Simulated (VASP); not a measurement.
# NaI (R-3m) in VASP: a series of runs

The runs below take NaI through single point, with r2SCAN.

All numbers are computed with VASP 6.6.1; they aren't measurements. Logs are shortened: lines on timing, memory, paths and dates and some standing lists are left out, and cuts for length are marked.

### 1 The cell of the first run

The structure is trigonal, space group R-3m (No. 166). Conventional cell: a = 3.633 Å, b = 3.633 Å, c = 17.797 Å, α = 90.00°, β = 90.00°, γ = 120.00°. Na (site symmetry -3m) has 6 Na at 3.63 Å and 6 I at 3.63 Å within 4.8 Å. I (site symmetry -3m) has 6 I at 3.63 Å and 6 Na at 3.63 Å within 4.8 Å.

### 2 Single point, r2SCAN

POSCAR reads:

```
NaI
1.0
    1.7124882549      4.2812206372      4.2812206372
    4.2812206372      1.7124882549      4.2812206372
    4.2812206372      4.2812206372      1.7124882549
Na I
1 1
Direct
    0.0000000000      0.0000000000      0.0000000000
    0.5000000000      0.5000000000      0.5000000000
```

INCAR.step1 reads:

```
SYSTEM = NaI
PREC = Accurate
ENCUT = 550
ISMEAR = 0
SIGMA = 0.05
LREAL = .False.
LASPH = .True.
NELM = 120
NBANDS = 14
GGA = PE
ALGO = Normal
EDIFF = 1E-5
LWAVE = .True.
LCHARG = .False.
GGA_COMPAT = .False.
```

INCAR.step2 reads:

```
SYSTEM = NaI
PREC = Accurate
ENCUT = 550
EDIFF = 1E-6
ISMEAR = 0
SIGMA = 0.05
LREAL = .False.
LASPH = .True.
NELM = 120
ALGO = Normal
ISIF = 2
LWAVE = .False.
LCHARG = .False.
METAGGA = R2SCAN
LMIXTAU = .True.
NBANDS = 14
ISTART = 1
GGA_COMPAT = .False.
```

KPOINTS reads:

```
regular mesh
0
Gamma
  8 8 8
  0 0 0
```

Potentials or basis: VASP PAW PBE potentials, release 64 (Na_pv, I).

Command:

```bash
cat potpaw_PBE.64/Na_pv/POTCAR potpaw_PBE.64/I/POTCAR > POTCAR
cp INCAR.step1 INCAR
mpirun -np 1 vasp_std > vasp.out
cp INCAR.step2 INCAR
mpirun -np 1 vasp_std > vasp.out
```

OUTCAR:

```text
SYSTEM = NaI
   PREC = Accurate
   ENCUT = 550
   EDIFF = 1E-6
   ISMEAR = 0
   LREAL = .False.
   LASPH = .True.
   NELM = 120
   ISIF = 2
   METAGGA = R2SCAN
   ISTART = 1

 ion  position               nearest neighbor table
   1  0.000  0.000  0.000-
   2  0.500  0.500  0.500-

  LATTYP: Found a trigonal (rhomboedric) cell.
 ALAT       =     6.2920836225
 COS(alpha) =     0.8333333333

  Lattice vectors:

 A1 = (   1.7124882549,   4.2812206372,   4.2812206372)
 A2 = (   4.2812206372,   1.7124882549,   4.2812206372)
 A3 = (   4.2812206372,   4.2812206372,   1.7124882549)

Analysis of symmetry for initial positions (statically):
=====================================================================
 Subroutine PRICEL returns:
 Original cell was already a primitive cell.

 Routine SETGRP: Setting up the symmetry group for a
 trigonal (rhombohedral) supercell.

 Subroutine GETGRP returns: Found 12 space group operations
 (whereof 12 operations were pure point group operations)
 out of a pool of 12 trial point group operations.

The static configuration has the point symmetry D_3d.

Analysis of symmetry for dynamics (positions and initial velocities):
=====================================================================
 Subroutine PRICEL returns:
 Original cell was already a primitive cell.

 Routine SETGRP: Setting up the symmetry group for a
 trigonal (rhombohedral) supercell.

 Subroutine GETGRP returns: Found 12 space group operations
 (whereof 12 operations were pure point group operations)
 out of a pool of 12 trial point group operations.

The dynamic configuration has the point symmetry D_3d.

 Subroutine INISYM returns: Found 12 space group operations
 (whereof 12 operations are pure point group operations),
 and found     1 'primitive' translations

----------------------------------------------------------------------------------------

                                     Primitive cell

  volume of cell :      67.7980

  direct lattice vectors                    reciprocal lattice vectors
     1.712488255  4.281220637  4.281220637    -0.227089960  0.162207114  0.162207114
     4.281220637  1.712488255  4.281220637     0.162207114 -0.227089960  0.162207114
     4.281220637  4.281220637  1.712488255     0.162207114  0.162207114 -0.227089960

  length of vectors
     6.292083622  6.292083622  6.292083622     0.322788082  0.322788082  0.322788082

  position of ions in fractional coordinates (direct lattice)
     0.000000000  0.000000000  0.000000000
     0.500000000  0.500000000  0.500000000

[... 87 lines left out ...]
   NELECT =      14.0000    total number of electrons
   NUPDOWN=      -1.0000    fix difference up-down
   EMIN   =  10.00;   EMAX   =-10.00  energy-range for DOS
   EFERMI =   0.00;   METHOD = LEGACY
   ISMEAR =     0;   SIGMA  =   0.05  broadening in eV -4-tet -1-fermi 0-gaus
   EFERMI_NEDOS =   21; number of points for ismear=-14 and -15
   IALGO  =     38    algorithm
   IMIX   =      4    mixing-type and parameters
     AMIX     =   0.40;   BMIX     =  1.00
     AMIX_MAG =   1.60;   BMIX_MAG =  1.00
  volume/ion in A,a.u.               =      33.90       228.76
  Fermi-wavevector in a.u.,A,eV,Ry     =   0.967636  1.828567 12.739397  0.936319
  Thomas-Fermi vector in A             =   2.097538
   LORBIT       =      0    0 simple, 1 ext, 2 COOP (PROOUT), +10 PAW based schemes
   METAGGA = R2SCAN    functional components
   LHFCALC =     F    Hartree Fock is set to
   AEXX    =    0.0000 exact exchange contribution
   IVDW    =     0    specifies the selected vdW correction
   LEPSILON=     F    determine dielectric tensor
   LRPA    =     F    only Hartree local field effects (RPA)
 non-spin polarized calculation
 Gauss-broadening in eV      SIGMA  =   0.05
  energy-cutoff  :      550.00
  volume of cell :       67.80
 maximum number of plane-waves:      2004
   NGX = 25   NGY = 25   NGZ = 25

 number of electron      13.9999998 magnetization

 Free energy of the ion-electron system (eV)
  ---------------------------------------------------
  ext. energy  EPLUGINS =         0.00000000
  ---------------------------------------------------
  free energy    TOTEN  =       -29.15890810 eV

  energy without entropy =      -29.15649454  energy(sigma->0) =      -29.15770132

 E-fermi :   3.1913     XC(G=0):  -8.1446

 val. band max:        3.1318101392   @ k =   0.2500   0.2500   0.1250
 cond. band min:       3.1946887275   @ k =   0.2500  -0.0000  -0.0000
 fundamental gap:      0.0628785884
 Fermi energy:         3.1913499366

 k-point     1 :       0.0000    0.0000    0.0000
  band No.  band energies     occupation
      1     -23.5849      2.00000
      2     -23.5849      2.00000
      3     -23.5206      2.00000
      4     -10.6260      2.00000
      5      -1.0104      2.00000
      6       2.0185      2.00000
      7       3.4552      0.00000
      8       3.4552      0.00000
      9      10.5091      0.00000
     10      10.9730      0.00000
     11      12.7781      0.00000
     12      12.7781      0.00000
     13      13.9569      0.00000
     14      13.9663      0.00000
[... 377 lines left out ...]
      1     -23.6007      2.00000
      2     -23.5887      2.00000
      3     -23.5184      2.00000
      4     -10.0860      2.00000
      5      -0.6656      2.00000
      6       0.5686      2.00000
      7       2.7461      2.00000
      8       3.6948      0.00000
      9       8.8185      0.00000
     10       9.9665      0.00000
     11      10.7923      0.00000
     12      11.9120      0.00000
     13      12.2969      0.00000
     14      13.2175      0.00000

 [... further k-points ...]

------------------------ aborting loop because EDIFF is reached ----------------------------------------

  FORCE on cell =-STRESS in cart. coord.  units (eV):
  Direction    XX          YY          ZZ          XY          YZ          ZX
  --------------------------------------------------------------------------------------
  -------------------------------------------------------------------------------------
  Total        0.6155523      0.6155523      0.6155523     -2.3599881     -2.3599881     -2.3599881
  in kB       14.5465161     14.5465161     14.5465161    -55.7704078    -55.7704078    -55.7704078
  external PRESSURE =      14.5465161 kB  Pullay stress =       0.0000000 kB

 VOLUME and BASIS-vectors are now :
 -----------------------------------------------------------------------------
  energy-cutoff  :      550.00
  volume of cell :       67.80
      direct lattice vectors                 reciprocal lattice vectors
     1.712488255  4.281220637  4.281220637    -0.227089960  0.162207114  0.162207114
     4.281220637  1.712488255  4.281220637     0.162207114 -0.227089960  0.162207114
     4.281220637  4.281220637  1.712488255     0.162207114  0.162207114 -0.227089960

 POSITION                                       TOTAL-FORCE (eV/Angst)
 -----------------------------------------------------------------------------------
      0.00000      0.00000      0.00000        -0.000000      0.000000     -0.000000
      5.13746      5.13746      5.13746         0.000000     -0.000000      0.000000
 -----------------------------------------------------------------------------------
    total drift:                               -0.000000     -0.000000     -0.000000

  FREE ENERGIE OF THE ION-ELECTRON SYSTEM (eV)
  ---------------------------------------------------
  free  energy   TOTEN  =       -29.1589081021 eV

  energy  without entropy=      -29.1564945391  energy(sigma->0) =      -29.15770132
```

OUTCAR.step1:

```text
SYSTEM = NaI
   PREC = Accurate
   ENCUT = 550
   ISMEAR = 0
   LREAL = .False.
   LASPH = .True.
[... 630 lines left out ...]
      0.00000      0.00000      0.00000        -0.000000      0.000000     -0.000000
      5.13746      5.13746      5.13746         0.000000     -0.000000      0.000000
 -----------------------------------------------------------------------------------
    total drift:                               -0.000000     -0.000000     -0.000000

  FREE ENERGIE OF THE ION-ELECTRON SYSTEM (eV)
  ---------------------------------------------------
  free  energy   TOTEN  =        -3.7113483753 eV

  energy  without entropy=       -3.7101360330  energy(sigma->0) =       -3.71074220
```

OSZICAR.step1:

```text
N       E                     dE             d eps       ncg     rms          rms(c)
DAV:   1     0.841040386300E+02    0.84104E+02   -0.66966E+03  1820   0.922E+02
DAV:   2     0.306206503826E+01   -0.81042E+02   -0.74508E+02  1978   0.223E+02
DAV:   3    -0.389810632534E+01   -0.69602E+01   -0.67687E+01  2348   0.601E+01
DAV:   4    -0.408110824650E+01   -0.18300E+00   -0.18254E+00  2282   0.101E+01
DAV:   5    -0.408550264630E+01   -0.43944E-02   -0.43940E-02  2462   0.157E+00    0.320E+00
DAV:   6    -0.374166726077E+01    0.34384E+00   -0.62783E-01  2240   0.249E+00    0.215E+00
DAV:   7    -0.371514030010E+01    0.26527E-01   -0.61861E-02  2398   0.951E-01    0.110E+00
DAV:   8    -0.371127410419E+01    0.38662E-02   -0.74515E-03  2132   0.535E-01    0.126E-01
DAV:   9    -0.371129409493E+01   -0.19991E-04   -0.23470E-04  2710   0.920E-02    0.115E-01
DAV:  10    -0.371134900251E+01   -0.54908E-04   -0.13280E-04  2120   0.753E-02    0.245E-02
DAV:  11    -0.371134837528E+01    0.62724E-06   -0.49256E-06  1712   0.157E-02
   1 F= -.37113484E+01 E0= -.37107422E+01  d E =-.121234E-02
```

Run time: 7.2 min. Hardware: 1 thread of Intel Xeon Platinum 8175M at 2.50GHz (Skylake/Cascade Lake), shared host; peak memory 0.39 GiB.

Results:

```
Free energy            : -29.1589 eV
Pressure               : 1.5 GPa
Band gap on the k mesh : zero (band 7 reaches 3.46 eV, above the bottom of band 8 at 2.89 eV)
```

Stress tensor (GPa, compression positive):
```
 1.45 -5.58 -5.58
-5.58  1.45 -5.58
-5.58 -5.58  1.45
```

Caveat: the PAW data sets were made with another functional, which shifts forces and pressure a little; spin-orbit coupling is left out, which moves the levels of the heavy elements.

### 3 Single point, r2SCAN

This run uses another cell than the first one, of the same volume but with other edges.

POSCAR reads:

```
NaI
1.0
    0.7888875205      3.6750613759      3.6750613759
    3.6750613759      0.7888875205      3.6750613759
    3.6750613759      3.6750613759      0.7888875205
Na I
1 1
Direct
    0.0000000000      0.0000000000      0.0000000000
    0.5000000000      0.5000000000      0.5000000000
```

INCAR.step1 reads:

```
SYSTEM = NaI
PREC     = Accurate       ! precision mode
ENCUT    = 550            ! plane-wave cutoff, eV
ISMEAR   = 0              ! smearing method
SIGMA    = 0.05           ! smearing width, eV
LREAL    = .FALSE.        ! projectors in reciprocal space
LASPH    = .TRUE.         ! aspherical terms in the spheres
NELM     = 120            ! most SCF steps
NBANDS   = 14             ! bands
GGA      = PE             ! functional
ALGO     = Normal         ! electronic algorithm
EDIFF    = 1E-5           ! SCF threshold, eV
LWAVE    = .TRUE.         ! write WAVECAR
LCHARG   = .FALSE.        ! write CHGCAR
GGA_COMPAT= .FALSE.
```

INCAR.step2 reads:

```
SYSTEM = NaI
PREC     = Accurate       ! precision mode
ENCUT    = 550            ! plane-wave cutoff, eV
EDIFF    = 1E-6           ! SCF threshold, eV
ISMEAR   = 0              ! smearing method
SIGMA    = 0.05           ! smearing width, eV
LREAL    = .FALSE.        ! projectors in reciprocal space
LASPH    = .TRUE.         ! aspherical terms in the spheres
NELM     = 120            ! most SCF steps
ALGO     = Normal         ! electronic algorithm
ISIF     = 2              ! what is computed and relaxed
LWAVE    = .FALSE.        ! write WAVECAR
LCHARG   = .FALSE.        ! write CHGCAR
METAGGA  = R2SCAN         ! meta-GGA
LMIXTAU  = .TRUE.       
NBANDS   = 14             ! bands
ISTART   = 1            
GGA_COMPAT= .FALSE.
```

KPOINTS reads:

```
regular mesh
0
G
  8 8 8
  0 0 0
```

Potentials or basis: VASP PAW PBE potentials, release 64 (Na_pv, I).

Command:

```bash
cat potpaw_PBE.64/Na_pv/POTCAR potpaw_PBE.64/I/POTCAR > POTCAR
cp INCAR.step1 INCAR
mpirun -np 1 vasp_std > vasp.out
cp INCAR.step2 INCAR
mpirun -np 1 vasp_std > vasp.out
```

OUTCAR:

```text
SYSTEM = NaI
   PREC = Accurate
   ENCUT = 550
   EDIFF = 1E-6
   ISMEAR = 0
   LREAL = .FALSE.
   LASPH = .TRUE.
   NELM = 120
   ISIF = 2
   METAGGA = R2SCAN
   ISTART = 1

 ion  position               nearest neighbor table
   1  0.000  0.000  0.000-
   2  0.500  0.500  0.500-

  LATTYP: Found a trigonal (rhomboedric) cell.
 ALAT       =     5.2568522666
 COS(alpha) =     0.6985651702

  Lattice vectors:

 A1 = (   0.7888875205,   3.6750613759,   3.6750613759)
 A2 = (   3.6750613759,   0.7888875205,   3.6750613759)
 A3 = (   3.6750613759,   3.6750613759,   0.7888875205)

Analysis of symmetry for initial positions (statically):
=====================================================================
 Subroutine PRICEL returns:
 Original cell was already a primitive cell.

 Routine SETGRP: Setting up the symmetry group for a
 trigonal (rhombohedral) supercell.

 Subroutine GETGRP returns: Found 12 space group operations
 (whereof 12 operations were pure point group operations)
 out of a pool of 12 trial point group operations.

The static configuration has the point symmetry D_3d.

Analysis of symmetry for dynamics (positions and initial velocities):
=====================================================================
 Subroutine PRICEL returns:
 Original cell was already a primitive cell.

 Routine SETGRP: Setting up the symmetry group for a
 trigonal (rhombohedral) supercell.

 Subroutine GETGRP returns: Found 12 space group operations
 (whereof 12 operations were pure point group operations)
 out of a pool of 12 trial point group operations.

The dynamic configuration has the point symmetry D_3d.

 Subroutine INISYM returns: Found 12 space group operations
 (whereof 12 operations are pure point group operations),
 and found     1 'primitive' translations

----------------------------------------------------------------------------------------

                                     Primitive cell
[... 119 lines left out ...]
   IVDW    =     0    specifies the selected vdW correction
   LEPSILON=     F    determine dielectric tensor
   LRPA    =     F    only Hartree local field effects (RPA)
 non-spin polarized calculation
 Gauss-broadening in eV      SIGMA  =   0.05
  energy-cutoff  :      550.00
  volume of cell :       67.80
 maximum number of plane-waves:      2010
   NGX = 21   NGY = 21   NGZ = 21

 number of electron      13.9999995 magnetization

 Free energy of the ion-electron system (eV)
  ---------------------------------------------------
  ext. energy  EPLUGINS =         0.00000000
  ---------------------------------------------------
  free energy    TOTEN  =       -30.71514148 eV

  energy without entropy =      -30.71514148  energy(sigma->0) =      -30.71514148

 E-fermi :   1.8735     XC(G=0):  -8.0672

 val. band max:        1.5733484367   @ k =   0.0000   0.0000   0.0000
 cond. band min:       3.9623590590   @ k =   0.0000   0.0000   0.0000
 fundamental gap:      2.3890106223
 Fermi energy:         1.8734906076

 k-point     1 :       0.0000    0.0000    0.0000
  band No.  band energies     occupation
      1     -23.0569      2.00000
      2     -23.0569      2.00000
      3     -23.0135      2.00000
      4     -10.6758      2.00000
      5      -0.4733      2.00000
      6       1.5733      2.00000
      7       1.5733      2.00000
      8       3.9624      0.00000
      9       8.3981      0.00000
     10      10.6174      0.00000
     11      10.6174      0.00000
     12      11.6539      0.00000
     13      11.6539      0.00000
     14      11.6662      0.00000
[... 377 lines left out ...]
      1     -23.0619      2.00000
      2     -23.0580      2.00000
      3     -23.0132      2.00000
      4     -10.3833      2.00000
      5      -0.7844      2.00000
      6      -0.1268      2.00000
      7       1.1957      2.00000
      8       5.6693      0.00000
      9       8.7289      0.00000
     10       9.4048      0.00000
     11      10.2179      0.00000
     12      10.7516      0.00000
     13      12.4093      0.00000
     14      12.4548      0.00000

 [... further k-points ...]

------------------------ aborting loop because EDIFF is reached ----------------------------------------

  FORCE on cell =-STRESS in cart. coord.  units (eV):
  Direction    XX          YY          ZZ          XY          YZ          ZX
  --------------------------------------------------------------------------------------
  -------------------------------------------------------------------------------------
  Total        0.0277652      0.0277652      0.0277652     -1.2633244     -1.2633244     -1.2633244
  in kB        0.6561372      0.6561372      0.6561372    -29.8544365    -29.8544365    -29.8544365
  external PRESSURE =       0.6561372 kB  Pullay stress =       0.0000000 kB

 VOLUME and BASIS-vectors are now :
 -----------------------------------------------------------------------------
  energy-cutoff  :      550.00
  volume of cell :       67.80
      direct lattice vectors                 reciprocal lattice vectors
     0.788887520  3.675061376  3.675061376    -0.190031296  0.156448179  0.156448179
     3.675061376  0.788887520  3.675061376     0.156448179 -0.190031296  0.156448179
     3.675061376  3.675061376  0.788887520     0.156448179  0.156448179 -0.190031296

 POSITION                                       TOTAL-FORCE (eV/Angst)
 -----------------------------------------------------------------------------------
      0.00000      0.00000      0.00000        -0.000000      0.000000      0.000000
      4.06951      4.06951      4.06951         0.000000     -0.000000     -0.000000
 -----------------------------------------------------------------------------------
    total drift:                                0.000000     -0.000000     -0.000000

  FREE ENERGIE OF THE ION-ELECTRON SYSTEM (eV)
  ---------------------------------------------------
  free  energy   TOTEN  =       -30.7151414756 eV

  energy  without entropy=      -30.7151414756  energy(sigma->0) =      -30.71514148
```

OSZICAR.step1:

```text
N       E                     dE             d eps       ncg     rms          rms(c)
DAV:   1     0.856028666133E+02    0.85603E+02   -0.67068E+03  1820   0.929E+02
DAV:   2     0.168867542178E+01   -0.83914E+02   -0.77509E+02  1916   0.224E+02
DAV:   3    -0.503152258357E+01   -0.67202E+01   -0.66766E+01  2434   0.617E+01
DAV:   4    -0.519104973873E+01   -0.15953E+00   -0.15948E+00  2166   0.983E+00
DAV:   5    -0.519504533365E+01   -0.39956E-02   -0.39955E-02  2488   0.153E+00    0.181E+00
DAV:   6    -0.507929744690E+01    0.11575E+00   -0.11022E-01  2240   0.182E+00    0.121E+00
DAV:   7    -0.504804358036E+01    0.31254E-01   -0.11652E-01  2336   0.165E+00    0.635E-01
DAV:   8    -0.504973219178E+01   -0.16886E-02   -0.95133E-03  2024   0.697E-01    0.110E-01
DAV:   9    -0.504967621283E+01    0.55979E-04   -0.34410E-04  2556   0.161E-01    0.477E-02
DAV:  10    -0.504975997540E+01   -0.83763E-04   -0.14407E-04  2024   0.921E-02    0.132E-02
DAV:  11    -0.504976163971E+01   -0.16643E-05   -0.75927E-06  2346   0.269E-02
   1 F= -.50497616E+01 E0= -.50497616E+01  d E =-.119823E-11
```

It took 4.9 min on 1 thread of Intel Xeon Platinum 8175M at 2.50GHz (Skylake/Cascade Lake), shared host; peak memory 0.29 GiB.

What came out:

```yaml
Free_energy: -30.7151 eV
Pressure: 0.1 GPa
Band_gap_on_the_k_mesh: 2.39 eV, direct
```

Caveat: the PAW data sets were made with another functional, which shifts forces and pressure a little; spin-orbit coupling is left out, which moves the levels of the heavy elements.
